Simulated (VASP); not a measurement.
ZrAl3B3N, 8 atoms in the cell. Symmetry: Cmmm, No. 65, orthorhombic system. Conventional cell: a = 4.517 Å, b = 5.029 Å, c = 10.481 Å, α = 90.00°, β = 90.00°, γ = 90.00°. Zr (site symmetry mmm) has 4 B at 2.26 to 2.51 Å within 3.0 Å. Al (site symmetry mm2) has 1 N at 2.08 Å and 4 B at 2.31 to 2.56 Å within 2.8 Å. Al (site symmetry mmm) has 2 B at 1.59 Å within 2.1 Å. B (site symmetry mm2) has 1 Al at 1.59 Å within 2.1 Å. Within 3.0 Å of B (site symmetry mmm) lie 4 Zr at 2.26 to 2.51 Å. N (site symmetry mmm) has 6 Al at 2.08 to 2.51 Å and 4 B at 2.76 Å within 2.8 Å. The cell was generated, and may not be a known phase.

- Program: VASP 6.6.1
- Task: relaxation of cell and atoms
- Functional: PBE
- Potentials or basis: VASP PAW PBE potentials, release 64 (Zr_sv, Al, B, N)
- Cutoff: 600 eV
- k mesh: 4 × 4 × 1
- Occupations: gaussian, width 0.15 eV
- Spin: no spin polarisation
- Dipole correction: no
- Further INCAR settings: ALGO = Normal; EDIFF = 1e-06; IBRION = 2; EDIFFG = -0.08; NSW = 36; ISIF = 3

Potentials or basis: VASP PAW PBE potentials, release 64 (Zr_sv, Al, B, N).

Command:

```sh
$ cat potpaw_PBE.64/Zr_sv/POTCAR potpaw_PBE.64/Al/POTCAR potpaw_PBE.64/B/POTCAR potpaw_PBE.64/N/POTCAR > POTCAR
$ mpirun -np 1 vasp_std > vasp.out
```

Hardware: 1 thread of Intel(R) Xeon(R) 6975P-C (Granite Rapids), with other jobs on the host.

Task: How long does it take, and how much memory?

Result: It took 5.8 min on 1 thread of Intel(R) Xeon(R) 6975P-C (Granite Rapids), with other jobs on the host, peak memory 0.28 GiB. Counts: scf iterations 315, k points 7, ion steps 32.
